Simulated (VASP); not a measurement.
# SnSe in VASP: settings compared

Aim: see how the results for SnSe move with the level of theory and the settings. Levels: r2SCAN, PBE-based screened hybrid with 25 % exact exchange, LDA. Tasks: single point.

Everything below comes from runs of VASP 6.6.1. Logs are shortened: lines on timing, memory, paths and dates and some standing lists are left out, and cuts for length are marked.

## 1. The cell of the first run

The cell holds a slab with vacuum, 4 atoms: a = 4.285 Å, b = 4.285 Å, c = 10.991 Å, α = 90.00°, β = 90.00°, γ = 90.00°.

## 2. Single point, r2SCAN

Input file POSCAR:

```
SnSe
1.0
    4.2853274191      0.0000000000      0.0000000000
    0.0000000000      4.2853274191      0.0000000000
    0.0000000000      0.0000000000     10.9906921300
Sn Se
2 2
Direct
    0.0000000000      0.5000000000      0.6277708900
    0.5000000000      0.0000000000      0.3722291100
    0.0000000000      0.5000000000      0.3839605100
    0.5000000000      0.0000000000      0.6160394900
```

Input file INCAR.step1:

```
SYSTEM = SnSe
PREC = Accurate ; ENCUT = 520
ISMEAR = -1 ; SIGMA = 0.05
LREAL = .FALSE. ; LASPH = .TRUE.
NELM = 80 ; NBANDS = 28
GGA = PE ; ALGO = Normal
EDIFF = 1E-4 ; LWAVE = .TRUE.
LCHARG = .FALSE.
```

Input file INCAR.step2:

```
SYSTEM = SnSe
PREC = Accurate ; ENCUT = 520
EDIFF = 1E-6 ; ISMEAR = -1
SIGMA = 0.05 ; LREAL = .FALSE.
LASPH = .TRUE. ; NELM = 80
ALGO = Normal ; ISIF = 2
LWAVE = .FALSE. ; LCHARG = .FALSE.
METAGGA = R2SCAN ; LMIXTAU = .TRUE.
NBANDS = 28 ; ISTART = 1
```

Input file KPOINTS:

```
regular mesh
0
G
  6 6 3
  0 0 0
```

Potentials or basis: VASP PAW PBE potentials, release 64 (Sn_d, Se).

On the command line:

```sh
$ cat potpaw_PBE.64/Sn_d/POTCAR potpaw_PBE.64/Se/POTCAR > POTCAR
$ cp INCAR.step1 INCAR
$ mpirun -np 1 vasp_std > vasp.out
$ cp INCAR.step2 INCAR
$ mpirun -np 1 vasp_std > vasp.out
```

OUTCAR:

```text
SYSTEM = SnSe
   PREC = Accurate
   ENCUT = 520
   EDIFF = 1E-6
   ISMEAR = -1
   LREAL = .FALSE.
   LASPH = .TRUE.
   NELM = 80
   ISIF = 2
   METAGGA = R2SCAN
   ISTART = 1

 ion  position               nearest neighbor table
   1  0.000  0.500  0.628-   3 2.68   4 3.03   4 3.03   4 3.03   4 3.03
   2  0.500  0.000  0.372-   4 2.68   3 3.03   3 3.03   3 3.03   3 3.03
   3  0.000  0.500  0.384-   1 2.68   2 3.03   2 3.03   2 3.03   2 3.03
   4  0.500  0.000  0.616-   2 2.68   1 3.03   1 3.03   1 3.03   1 3.03

  LATTYP: Found a simple tetragonal cell.
 ALAT       =     4.2853274191
 C/A-ratio  =     2.5647263453

  Lattice vectors:

 A1 = (   4.2853274191,   0.0000000000,   0.0000000000)
 A2 = (   0.0000000000,   4.2853274191,   0.0000000000)
 A3 = (   0.0000000000,   0.0000000000,  10.9906921300)

Analysis of symmetry for initial positions (statically):
=====================================================================
 Subroutine PRICEL returns:
 Original cell was already a primitive cell.

 Routine SETGRP: Setting up the symmetry group for a
 simple tetragonal supercell.

 Subroutine GETGRP returns: Found 16 space group operations
 (whereof  8 operations were pure point group operations)
 out of a pool of 16 trial point group operations.

The static configuration has the point symmetry D_2d.
 The point group associated with its full space group is D_4h.

Analysis of symmetry for dynamics (positions and initial velocities):
=====================================================================
 Subroutine PRICEL returns:
 Original cell was already a primitive cell.

 Routine SETGRP: Setting up the symmetry group for a
 simple tetragonal supercell.

 Subroutine GETGRP returns: Found 16 space group operations
 (whereof  8 operations were pure point group operations)
 out of a pool of 16 trial point group operations.

The dynamic configuration has the point symmetry D_2d.
 The point group associated with its full space group is D_4h.

 Subroutine INISYM returns: Found 16 space group operations
 (whereof  8 operations are pure point group operations),
 and found     1 'primitive' translations

----------------------------------------------------------------------------------------

                                     Primitive cell

  volume of cell :     201.8334

  direct lattice vectors                    reciprocal lattice vectors
     4.285327419  0.000000000  0.000000000     0.233354398  0.000000000  0.000000000
     0.000000000  4.285327419  0.000000000     0.000000000  0.233354398  0.000000000
     0.000000000  0.000000000 10.990692130     0.000000000  0.000000000  0.090986081

  length of vectors
     4.285327419  4.285327419 10.990692130     0.233354398  0.233354398  0.090986081

  position of ions in fractional coordinates (direct lattice)
     0.000000000  0.500000000  0.627770890
     0.500000000  0.000000000  0.372229110
     0.000000000  0.500000000  0.383960510
     0.500000000  0.000000000  0.616039490

  ion indices of the primitive-cell ions
   primitive index   ion index
                 1           1
                 2           2
                 3           3
                 4           4

----------------------------------------------------------------------------------------

 KPOINTS: regular mesh

Automatic generation of k-mesh.
 Grid dimensions read from file:
 generate k-points for:    6    6    3

 Generating k-lattice:

  Cartesian coordinates                     Fractional coordinates (reciprocal lattice)
     0.038892400  0.000000000  0.000000000     0.166666667  0.000000000  0.000000000
     0.000000000  0.038892400  0.000000000     0.000000000  0.166666667  0.000000000
     0.000000000  0.000000000  0.030328694     0.000000000  0.000000000  0.333333333

  Length of vectors
     0.038892400  0.038892400  0.030328694

  Shift w.r.t. Gamma in fractional coordinates (k-lattice)
     0.000000000  0.000000000  0.000000000

 Subroutine IBZKPT returns following result:
 ===========================================

 Found     20 irreducible k-points:

 Following reciprocal coordinates:
            Coordinates               Weight
  0.000000  0.000000  0.000000      1.000000
  0.166667  0.000000  0.000000      4.000000
  0.333333  0.000000  0.000000      4.000000
  0.500000  0.000000  0.000000      2.000000
  0.166667  0.166667  0.000000      4.000000
  0.333333  0.166667  0.000000      8.000000
[... 12 lines left out ...]
  0.500000  0.333333  0.333333      8.000000
  0.500000  0.500000  0.333333      2.000000
   k-points           NKPTS =     20   k-points in BZ     NKDIM =     20   number of bands    NBANDS=     28
   number of dos      NEDOS =    301   number of ions     NIONS =      4
   total plane-waves  NPLWV =  86016
   dimension x,y,z NGX =    32 NGY =   32 NGZ =   84
   dimension x,y,z NGXF=    64 NGYF=   64 NGZF=  168
   ions per type =               2   2
   NGX,Y,Z   is equivalent  to a cutoff of  12.41, 12.41, 12.71 a.u.
   NGXF,Y,Z  is equivalent  to a cutoff of  24.83, 24.83, 25.41 a.u.
 SYSTEM =  SnSe
   PREC   = accura    normal or accurate (medium, high low for compatibility)
   ISTART =      1    job   : 0-new  1-cont  2-samecut
   ICHARG =      0    charge: 1-file 2-atom 10-const
   ISPIN  =      1    spin polarized calculation?
   LNONCOLLINEAR =      F non collinear calculations
   LSORBIT =      F    spin-orbit coupling
   LASPH  =      T    aspherical Exc in radial PAW
   ENCUT  =  520.0 eV  38.22 Ry    6.18 a.u.   7.97  7.97 20.44*2*pi/ulx,y,z
   NELM   =     80;   NELMIN=  2; NELMDL=  0     # of ELM steps
   EDIFF  = 0.1E-05   stopping-criterion for ELM
   LREAL  =      F    real-space projection
   EDIFFG = 0.1E-04   stopping-criterion for IOM
   NSW    =      0    number of steps for IOM
   IBRION =     -1    ionic relax: 0-MD 1-quasi-New 2-CG
   NFREE  =      0    steps in history (QN), initial steepest desc. (CG)
   ISIF   =      2    stress and relaxation
   ISYM   =      2    0-nonsym 1-usesym 2-fastsym
   POTIM  = 0.5000    time-step for ionic-motion
   TEBEG  =    0.0;   TEEND  =   0.0 temperature during run
   PSTRESS=    0.0 pullay stress
   NELECT =      40.0000    total number of electrons
   NUPDOWN=      -1.0000    fix difference up-down
   EMIN   =  10.00;   EMAX   =-10.00  energy-range for DOS
   EFERMI =   0.00;   METHOD = LEGACY
   ISMEAR =    -1;   SIGMA  =   0.05  broadening in eV -4-tet -1-fermi 0-gaus
   EFERMI_NEDOS =   21; number of points for ismear=-14 and -15
   IALGO  =     38    algorithm
   IMIX   =      4    mixing-type and parameters
     AMIX     =   0.40;   BMIX     =  1.00
     AMIX_MAG =   1.60;   BMIX_MAG =  1.00
  volume/ion in A,a.u.               =      50.46       340.51
  Fermi-wavevector in a.u.,A,eV,Ry     =   0.954473  1.803693 12.395171  0.911019
  Thomas-Fermi vector in A             =   2.083223
   LORBIT       =      0    0 simple, 1 ext, 2 COOP (PROOUT), +10 PAW based schemes
   METAGGA = R2SCAN    functional components
   LHFCALC =     F    Hartree Fock is set to
   AEXX    =    0.0000 exact exchange contribution
   IVDW    =     0    specifies the selected vdW correction
   LEPSILON=     F    determine dielectric tensor
   LRPA    =     F    only Hartree local field effects (RPA)
 non-spin polarized calculation
  energy-cutoff  :      520.00
  volume of cell :      201.83
 maximum number of plane-waves:      5480
 NGX is ok and might be reduce to    32
   NGX = 15   NGY = 15   NGZ = 41

 number of electron      40.0000021 magnetization

 Free energy of the ion-electron system (eV)
  ---------------------------------------------------
  ext. energy  EPLUGINS =         0.00000000
  ---------------------------------------------------
  free energy    TOTEN  =       -79.57216619 eV

  energy without entropy =      -79.57216618  energy(sigma->0) =      -79.57216619

 E-fermi :   1.3321     XC(G=0):  -6.2084

 val. band max:        0.4564373315   @ k =   0.3333   0.0000   0.3333
 cond. band min:       2.2291506233   @ k =   0.3333   0.0000   0.3333
 fundamental gap:      1.7727132918
 Fermi energy:         1.3320532681

 k-point     1 :       0.0000    0.0000    0.0000
  band No.  band energies     occupation
      1     -21.3182      2.00000
      2     -21.3137      2.00000
      3     -21.3128      2.00000
      4     -21.3066      2.00000
      5     -21.2927      2.00000
      6     -21.2606      2.00000
[... 20 lines left out ...]
     27       6.6224      0.00000
     28       6.6224      0.00000

 k-point     2 :       0.1667    0.0000    0.0000
  band No.  band energies     occupation
      1     -21.3156      2.00000
      2     -21.3154      2.00000
      3     -21.3109      2.00000
      4     -21.3093      2.00000
      5     -21.2888      2.00000
      6     -21.2611      2.00000
[... 20 lines left out ...]
     27       6.2152      0.00000
     28       6.2252      0.00000

 k-point     3 :       0.3333    0.0000    0.0000
  band No.  band energies     occupation
      1     -21.3184      2.00000
      2     -21.3150      2.00000
      3     -21.3106      2.00000
      4     -21.3077      2.00000
      5     -21.2790      2.00000
      6     -21.2633      2.00000
[... 20 lines left out ...]
     27       5.8779      0.00000
     28       7.5078      0.00000

 k-point     4 :       0.5000    0.0000    0.0000
  band No.  band energies     occupation
      1     -21.3188      2.00000
      2     -21.3188      2.00000
      3     -21.3072      2.00000
      4     -21.3072      2.00000
      5     -21.2693      2.00000
      6     -21.2693      2.00000
[... 454 lines left out ...]
     27       6.8547      0.00000
     28       6.8572      0.00000

 k-point    19 :       0.5000    0.3333    0.3333
  band No.  band energies     occupation
      1     -21.3328      2.00000
      2     -21.3328      2.00000
      3     -21.2988      2.00000
      4     -21.2988      2.00000
      5     -21.2633      2.00000
      6     -21.2633      2.00000
[... 20 lines left out ...]
     27       6.6256      0.00000
     28       6.6256      0.00000

 k-point    20 :       0.5000    0.5000    0.3333
  band No.  band energies     occupation
      1     -21.3372      2.00000
      2     -21.3372      2.00000
      3     -21.2963      2.00000
      4     -21.2963      2.00000
      5     -21.2608      2.00000
      6     -21.2608      2.00000
[... 20 lines left out ...]
     27       7.4433      0.00000
     28       7.4433      0.00000

------------------------ aborting loop because EDIFF is reached ----------------------------------------

  FORCE on cell =-STRESS in cart. coord.  units (eV):
  Direction    XX          YY          ZZ          XY          YZ          ZX
  --------------------------------------------------------------------------------------
  -------------------------------------------------------------------------------------
  Total        0.0342799      0.0342799      0.0047375      0.0000000      0.0000000      0.0000000
  in kB        0.2721177      0.2721177      0.0376069      0.0000000      0.0000000      0.0000000
  external PRESSURE =       0.1939474 kB  Pullay stress =       0.0000000 kB

 VOLUME and BASIS-vectors are now :
 -----------------------------------------------------------------------------
  energy-cutoff  :      520.00
  volume of cell :      201.83
      direct lattice vectors                 reciprocal lattice vectors
     4.285327419  0.000000000  0.000000000     0.233354398  0.000000000  0.000000000
     0.000000000  4.285327419  0.000000000     0.000000000  0.233354398  0.000000000
     0.000000000  0.000000000 10.990692130     0.000000000  0.000000000  0.090986081

 POSITION                                       TOTAL-FORCE (eV/Angst)
 -----------------------------------------------------------------------------------
      0.00000      2.14266      6.89964        -0.000000     -0.000000      0.016409
      2.14266      0.00000      4.09106         0.000000     -0.000000     -0.016409
      0.00000      2.14266      4.21999         0.000000      0.000000      0.000203
      2.14266      0.00000      6.77070        -0.000000     -0.000000     -0.000203
 -----------------------------------------------------------------------------------
    total drift:                                0.000000      0.000000      0.000000

  FREE ENERGIE OF THE ION-ELECTRON SYSTEM (eV)
  ---------------------------------------------------
  free  energy   TOTEN  =       -79.5721661937 eV

  energy  without entropy=      -79.5721661821  energy(sigma->0) =      -79.57216619
```

It took 9.5 min on 1 thread of Intel Xeon 8259CL, shared host; peak memory 0.37 GiB.

What came out:

```yaml
Free_energy: -79.5722 eV
Largest_force: 0.016 eV/Å
Band_gap_on_the_k_mesh: 1.77 eV
```

Forces on the atoms (eV/Å):
```
Sn   0.000  0.000  0.016
Sn   0.000  0.000 -0.016
Se   0.000  0.000  0.000
Se   0.000  0.000  0.000
```

Levels at points of the mesh, in eV from the valence-band top:
```
           k point  band 18  band 19  band 20  band 21  band 22  band 23
(0.00, 0.00, 0.00)    -1.81    -1.81    -0.30     1.91     4.19     4.23
(0.50, 0.00, 0.00)    -1.63    -0.14    -0.14     1.84     1.84     2.32
(0.50, 0.50, 0.00)    -3.32    -1.77    -1.77     4.02     4.02     5.18
```

Caveat: the PAW data sets were made with another functional, which shifts forces and pressure a little; spin-orbit coupling is left out, which moves the levels of the heavy elements.

(Part 1 of 3 ends here.)
